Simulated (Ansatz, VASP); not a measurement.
Zr2Pd2Se in VASP and in Ansatz

Contents of INCAR:

```
PREC = Accurate
ENCUT = 520
EDIFF = 1E-6
ISMEAR = 0
SIGMA = 0.1
LREAL = F
LASPH = T
NELM = 80
ALGO = Normal
ISIF = 2
LWAVE = F
LCHARG = F
GGA = PE
NBANDS = 33
```

File KPOINTS:

```
regular mesh
0
Gamma
  6 6 2
```

Contents of POSCAR:

```
Zr2Pd2Se
1.0
    3.9492658400      0.0000000000      0.0000000000
   -1.9746329200      3.4201645400      0.0000000000
    0.0000000000      0.0000000000      7.5440796500
Zr Pd Se
2 2 1
Direct
    0.0000000000      0.0000000000      0.3435468800
    0.0000000000      0.0000000000      0.6564531200
    0.3333333300      0.6666666700      0.5000000000
    0.6666666700      0.3333333300      0.5000000000
    0.0000000000      0.0000000000      0.0000000000
```

Input for Ansatz:

```yaml
crystal:
  lattice:
    - [3.94926584, 0.0, 0.0]
    - [-1.97463292, 3.42016454, 0.0]
    - [0.0, 0.0, 7.54407965]
  atoms:
    - { symbol: Zr, position: [0.0, 0.0, 0.34354688] }
    - { symbol: Zr, position: [0.0, 0.0, 0.65645312] }
    - { symbol: Pd, position: [0.33333333, 0.66666667, 0.5] }
    - { symbol: Pd, position: [0.66666667, 0.33333333, 0.5] }
    - { symbol: Se, position: [0.0, 0.0, 0.0] }
basis:
  ecutwfc: 420
kpoints:
  mp_grid: { grid: [6, 6, 2] }
hamiltonian:
  xc: pbe
scf:
  occupations: { method: gaussian, width: 0.1 }
  lower_state_search: "off"
output:
  forces: true
  stress: true
  eigenvalues: true
```

Alike in both runs: task single point; functional PBE; k mesh 6 × 6 × 2; occupations gaussian, width 0.1 eV; no spin polarisation.

```csv
,VASP,Ansatz
version,VASP 6.6.1,Ansatz 0.2.0
potentials or method,"VASP PAW PBE potentials, release 64 (Zr_sv, Pd, Se), cutoff 520 eV","scalar-relativistic, plane waves, PAW"
valence electrons in the cell,50,76
```

VASP gave:

| Property | Result |
| --- | --- |
| gap on the k mesh at the Fermi level (eV) | none |
| rms of the force components (eV/Å) | 3.102 |

Q: Which values does Ansatz return?

A: gap on the k mesh at the Fermi level (eV): none; rms of the force components (eV/Å): 3.058.

Atom by atom the forces differ by 0.045 eV/Å (rms over components). A gap of «none» marks a metal or a gap that the smearing closes. VASP's potentials hold 50 valence electrons a cell and Ansatz's 76, so a difference there can come from the potentials and not from the codes.

The k mesh is coarse, so the values compare programs but aren't converged.
